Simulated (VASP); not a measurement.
# Ga2F (Cmcm) in VASP: single point with PBE

Aim: the single point of Ga2F with PBE.

Program: VASP 6.6.1. These are calculated values, not measurements. Logs are shortened: lines on timing, memory, paths and dates and some standing lists are left out, and cuts for length are marked.

**1. The cell of the first run**

The structure is orthorhombic, space group Cmcm (No. 63). Conventional cell: a = 3.583 Å, b = 14.092 Å, c = 3.550 Å, α = 90.00°, β = 90.00°, γ = 90.00°. F (site symmetry m2m) has 10 Ga at 2.53 to 3.20 Å and 2 F at 3.01 Å within 3.3 Å. Within 3.6 Å of Ga (site symmetry m2m) lie 12 Ga at 2.62 to 3.58 Å and 4 F at 2.65 to 3.20 Å. Ga (site symmetry m2m) has 6 F at 2.53 to 2.87 Å and 6 Ga at 2.71 to 3.37 Å within 3.4 Å.

**2. Single point, PBE**

Contents of INCAR:

```
PREC = Accurate
ENCUT = 520
EDIFF = 1E-6
ISMEAR = -1
SIGMA = 0.1
LREAL = F
LASPH = T
NELM = 100
ALGO = Normal
ISIF = 2
LWAVE = F
LCHARG = T
GGA = PE
LELF = T
LVHAR = T
NBANDS = 42
```

Contents of KPOINTS:

```
regular mesh
0
Gamma
  5 5 5
```

Contents of POSCAR:

```
Ga2F
1.0
    3.5833590000     -0.0000001271      0.0000000000
    1.7916792500     -7.0457510636      0.0000000000
    0.0000000000      0.0000000000     -3.5499240000
F Ga
2 4
Direct
    0.0862126152      0.8275747697      0.7500000000
    0.9137873848      0.1724252303      0.2500000000
    0.7248209485      0.5503581030      0.7500000000
    0.2751790515      0.4496418970      0.2500000000
    0.4273451056      0.1453097889      0.7500000000
    0.5726548944      0.8546902111      0.2500000000
```

Potentials or basis: VASP PAW PBE potentials, release 64 (F, Ga_d).

Command:

```bash
> cat potpaw_PBE.64/F/POTCAR potpaw_PBE.64/Ga_d/POTCAR > POTCAR
> mpirun -np 1 vasp_std > vasp.out
```

OUTCAR:

```text
PREC = Accurate
   ENCUT = 520
   EDIFF = 1E-6
   ISMEAR = -1
   LREAL = F
   LASPH = T
   NELM = 100
   ISIF = 2
   GGA = PE

 ion  position               nearest neighbor table
   1  0.086  0.828  0.750-
   2  0.914  0.172  0.250-
   3  0.725  0.550  0.750-   4 2.62   4 2.62   4 2.62   4 2.62   6 2.78   6 2.78
   4  0.275  0.450  0.250-   3 2.62   3 2.62   3 2.62   3 2.62   5 2.78   5 2.78
   5  0.427  0.145  0.750-   6 2.71   6 2.71   4 2.78   4 2.78
   6  0.573  0.855  0.250-   5 2.71   5 2.71   3 2.78   3 2.78

  LATTYP: Found a base centered orthorhombic cell.
 ALAT       =     3.5833590000
 B/A-ratio  =     3.9324840185
 C/A-ratio  =     0.9906693692

  Lattice vectors:

 A1 = (   1.7916797500,   7.0457509365,   0.0000000000)
 A2 = (   1.7916792500,  -7.0457510636,   0.0000000000)
 A3 = (   0.0000000000,   0.0000000000,  -3.5499240000)

Analysis of symmetry for initial positions (statically):
=====================================================================
 Subroutine PRICEL returns:
 Original cell was already a primitive cell.

 Routine SETGRP: Setting up the symmetry group for a
 base centered orthorhombic supercell.

 Subroutine GETGRP returns: Found  8 space group operations
 (whereof  4 operations were pure point group operations)
 out of a pool of  8 trial point group operations.

The static configuration has the point symmetry C_2h.
 The point group associated with its full space group is D_2h.

Analysis of symmetry for dynamics (positions and initial velocities):
=====================================================================
 Subroutine PRICEL returns:
 Original cell was already a primitive cell.

 Routine SETGRP: Setting up the symmetry group for a
 base centered orthorhombic supercell.

 Subroutine GETGRP returns: Found  8 space group operations
 (whereof  4 operations were pure point group operations)
 out of a pool of  8 trial point group operations.

The dynamic configuration has the point symmetry C_2h.
 The point group associated with its full space group is D_2h.

 Subroutine INISYM returns: Found  8 space group operations
 (whereof  4 operations are pure point group operations),
 and found     1 'primitive' translations

----------------------------------------------------------------------------------------

                                     Primitive cell

  volume of cell :      89.6265

  direct lattice vectors                    reciprocal lattice vectors
     3.583359000 -0.000000127  0.000000000     0.279067771  0.070964746  0.000000000
     1.791679250 -7.045751064  0.000000000    -0.000000005 -0.141929512  0.000000000
     0.000000000  0.000000000 -3.549924000     0.000000000  0.000000000 -0.281696172

  length of vectors
     3.583359000  7.269987798  3.549924000     0.287949329  0.141929512  0.281696172

  position of ions in fractional coordinates (direct lattice)
     0.086212615  0.827574770  0.750000000
     0.913787385  0.172425230  0.250000000
     0.724820949  0.550358103  0.750000000
     0.275179051  0.449641897  0.250000000
     0.427345106  0.145309789  0.750000000
     0.572654894  0.854690211  0.250000000

  ion indices of the primitive-cell ions
   primitive index   ion index
                 1           1
                 2           2
                 3           3
                 4           4
                 5           5
                 6           6

----------------------------------------------------------------------------------------

 KPOINTS: regular mesh

Automatic generation of k-mesh.
 Grid dimensions read from file:
 generate k-points for:    5    5    5

 Generating k-lattice:

  Cartesian coordinates                     Fractional coordinates (reciprocal lattice)
     0.055813554  0.014192949  0.000000000     0.200000000  0.000000000  0.000000000
    -0.000000001 -0.028385902  0.000000000    -0.000000000  0.200000000  0.000000000
     0.000000000  0.000000000 -0.056339234     0.000000000  0.000000000  0.200000000

  Length of vectors
     0.057589866  0.028385902  0.056339234

  Shift w.r.t. Gamma in fractional coordinates (k-lattice)
     0.000000000  0.000000000  0.000000000

 Subroutine IBZKPT returns following result:
 ===========================================

 Found     27 irreducible k-points:

 Following reciprocal coordinates:
            Coordinates               Weight
  0.000000  0.000000  0.000000      1.000000
  0.200000  0.000000  0.000000      4.000000
  0.400000  0.000000  0.000000      4.000000
 -0.000000  0.200000  0.000000      2.000000
  0.400000  0.200000  0.000000      2.000000
 -0.400000  0.200000  0.000000      4.000000
[... 16 lines left out ...]
  0.400000  0.200000  0.400000      4.000000
 -0.400000  0.200000  0.400000      8.000000
 [... further k-points ...]
   k-points           NKPTS =     27   k-points in BZ     NKDIM =     27   number of bands    NBANDS=     42
   number of dos      NEDOS =    301   number of ions     NIONS =      6
   total plane-waves  NPLWV =  42336
   dimension x,y,z NGX =    28 NGY =   54 NGZ =   28
   dimension x,y,z NGXF=    56 NGYF=  108 NGZF=   56
   ions per type =               2   4
   NGX,Y,Z   is equivalent  to a cutoff of  12.99, 12.35, 13.11 a.u.
   NGXF,Y,Z  is equivalent  to a cutoff of  25.98, 24.70, 26.23 a.u.
 SYSTEM =  unknown system
   PREC   = accura    normal or accurate (medium, high low for compatibility)
   ISTART =      0    job   : 0-new  1-cont  2-samecut
   ICHARG =      2    charge: 1-file 2-atom 10-const
   ISPIN  =      1    spin polarized calculation?
   LNONCOLLINEAR =      F non collinear calculations
   LSORBIT =      F    spin-orbit coupling
   LASPH  =      T    aspherical Exc in radial PAW
   ENCUT  =  520.0 eV  38.22 Ry    6.18 a.u.   6.66 13.52  6.60*2*pi/ulx,y,z
   NELM   =    100;   NELMIN=  2; NELMDL= -5     # of ELM steps
   EDIFF  = 0.1E-05   stopping-criterion for ELM
   LREAL  =      F    real-space projection
   EDIFFG = 0.1E-04   stopping-criterion for IOM
   NSW    =      0    number of steps for IOM
   IBRION =     -1    ionic relax: 0-MD 1-quasi-New 2-CG
   NFREE  =      0    steps in history (QN), initial steepest desc. (CG)
   ISIF   =      2    stress and relaxation
   ISYM   =      2    0-nonsym 1-usesym 2-fastsym
   POTIM  = 0.5000    time-step for ionic-motion
   TEBEG  =    0.0;   TEEND  =   0.0 temperature during run
   PSTRESS=    0.0 pullay stress
   NELECT =      66.0000    total number of electrons
   NUPDOWN=      -1.0000    fix difference up-down
   EMIN   =  10.00;   EMAX   =-10.00  energy-range for DOS
   EFERMI =   0.00;   METHOD = LEGACY
   ISMEAR =    -1;   SIGMA  =   0.10  broadening in eV -4-tet -1-fermi 0-gaus
   EFERMI_NEDOS =   21; number of points for ismear=-14 and -15
   IALGO  =     38    algorithm
   IMIX   =      4    mixing-type and parameters
     AMIX     =   0.40;   BMIX     =  1.00
     AMIX_MAG =   1.60;   BMIX_MAG =  1.00
  volume/ion in A,a.u.               =      14.94       100.80
  Fermi-wavevector in a.u.,A,eV,Ry     =   1.478350  2.793676 29.735786  2.185519
  Thomas-Fermi vector in A             =   2.592642
   LORBIT       =      0    0 simple, 1 ext, 2 COOP (PROOUT), +10 PAW based schemes
   GGA     = PE    functional components
   LHFCALC =     F    Hartree Fock is set to
   AEXX    =    0.0000 exact exchange contribution
   IVDW    =     0    specifies the selected vdW correction
   LEPSILON=     F    determine dielectric tensor
   LRPA    =     F    only Hartree local field effects (RPA)
 non-spin polarized calculation
  energy-cutoff  :      520.00
  volume of cell :       89.63
 maximum number of plane-waves:      2437
   NGX = 13   NGY = 27   NGZ = 13

 number of electron      66.0000059 magnetization

 Free energy of the ion-electron system (eV)
  ---------------------------------------------------
  ext. energy  EPLUGINS =         0.00000000
  ---------------------------------------------------
  free energy    TOTEN  =       -19.76954154 eV

  energy without entropy =      -19.71805033  energy(sigma->0) =      -19.74379594

 E-fermi :   5.1928     XC(G=0): -11.0353

 val. band max:        5.1265233145   @ k =  -0.4000   0.2000   0.2000
 cond. band min:       5.1964986271   @ k =   0.4000   0.0000   0.2000
 fundamental gap:      0.0699753126
 Fermi energy:         5.1928033647

 k-point     1 :       0.0000    0.0000    0.0000
  band No.  band energies     occupation
      1     -18.3618      2.00000
      2     -18.1859      2.00000
      3     -10.0715      2.00000
      4     -10.0148      2.00000
      5      -9.9404      2.00000
      6      -9.9167      2.00000
[... 34 lines left out ...]
     41      11.6737      0.00000
     42      13.2351      0.00000

 k-point     2 :       0.2000    0.0000    0.0000
  band No.  band energies     occupation
      1     -18.3327      2.00000
      2     -18.1657      2.00000
      3     -10.0583      2.00000
      4      -9.9792      2.00000
      5      -9.9466      2.00000
      6      -9.9431      2.00000
[... 34 lines left out ...]
     41      11.9016      0.00000
     42      13.4520      0.00000

 k-point     3 :       0.4000    0.0000    0.0000
  band No.  band energies     occupation
      1     -18.2848      2.00000
      2     -18.1320      2.00000
      3     -10.0119      2.00000
      4      -9.9823      2.00000
      5      -9.9606      2.00000
      6      -9.9520      2.00000
[... 34 lines left out ...]
     41      12.2617      0.00000
     42      13.6429      0.00000

 k-point     4 :      -0.0000    0.2000    0.0000
  band No.  band energies     occupation
      1     -18.3603      2.00000
      2     -18.1876      2.00000
      3     -10.0716      2.00000
      4     -10.0173      2.00000
      5      -9.9570      2.00000
      6      -9.9159      2.00000
[... 844 lines left out ...]
     41      11.6682      0.00000
     42      12.0932      0.00000

 k-point    23 :       0.4000    0.2000    0.4000
  band No.  band energies     occupation
      1     -18.2006      2.00000
      2     -18.1528      2.00000
      3      -9.9662      2.00000
      4      -9.9440      2.00000
      5      -9.9112      2.00000
      6      -9.8967      2.00000
[... 34 lines left out ...]
     41      12.0267      0.00000
     42      13.2951      0.00000

 k-point    24 :      -0.4000    0.2000    0.4000
  band No.  band energies     occupation
      1     -18.2002      2.00000
      2     -18.1530      2.00000
      3      -9.9747      2.00000
      4      -9.9439      2.00000
      5      -9.8974      2.00000
      6      -9.8713      2.00000
[... 34 lines left out ...]
     41      12.5267      0.00000
     42      13.8622      0.00000

 [... further k-points ...]
[... 5 lines left out ...]
  --------------------------------------------------------------------------------------
  -------------------------------------------------------------------------------------
  Total        5.7129500      5.0438460      3.9274745     -0.0000000      0.0000000      0.0000000
  in kB      102.1255330     90.1645314     70.2081116     -0.0000004      0.0000000      0.0000000
  external PRESSURE =      87.4993920 kB  Pullay stress =       0.0000000 kB

 VOLUME and BASIS-vectors are now :
 -----------------------------------------------------------------------------
  energy-cutoff  :      520.00
  volume of cell :       89.63
      direct lattice vectors                 reciprocal lattice vectors
     3.583359000 -0.000000127  0.000000000     0.279067771  0.070964746  0.000000000
     1.791679250 -7.045751064  0.000000000    -0.000000005 -0.141929512  0.000000000
     0.000000000  0.000000000 -3.549924000     0.000000000  0.000000000 -0.281696172

 POSITION                                       TOTAL-FORCE (eV/Angst)
 -----------------------------------------------------------------------------------
      1.79168     -5.83089     -2.66244         0.000000      0.009725      0.000000
      3.58336     -1.21487     -0.88748        -0.000000     -0.009725     -0.000000
      3.58336     -3.87769     -2.66244        -0.000000     -0.005272      0.000000
      1.79168     -3.16806     -0.88748         0.000000      0.005272     -0.000000
      1.79168     -1.02382     -2.66244         0.000000      0.001202      0.000000
      3.58336     -6.02193     -0.88748        -0.000000     -0.001202      0.000000
 -----------------------------------------------------------------------------------
    total drift:                                0.000000     -0.000000      0.000000

  FREE ENERGIE OF THE ION-ELECTRON SYSTEM (eV)
  ---------------------------------------------------
  free  energy   TOTEN  =       -19.7695415420 eV

  energy  without entropy=      -19.7180503293  energy(sigma->0) =      -19.74379594
```

Run time: 3 min. Hardware: 1 thread of Intel Xeon 8259CL, shared host; peak memory 0.23 GiB.

What came out:

| Item | Value |
| --- | --- |
| Free energy | -19.7695 eV |
| Pressure | 8.7 GPa |
| Largest force | 0.010 eV/Å |
| Band gap on the k mesh | zero (bands 33 and 34 overlap by 1.98 eV) |

Forces in eV/Å, atoms in the order of the input:
```
F    0.000  0.010  0.000
F    0.000 -0.010  0.000
Ga   0.000 -0.005  0.000
Ga   0.000  0.005  0.000
Ga   0.000  0.001  0.000
Ga   0.000 -0.001  0.000
```

Stress tensor (GPa, compression positive):
```
10.21  0.00  0.00
 0.00  9.02  0.00
 0.00  0.00  7.02
```

Caveat: the k points lie up to 0.36 Å⁻¹ apart, too coarse for converged energies and pressures of a metal.

The gap in the log of VASP goes by the Fermi energy; the results here count the filled bands.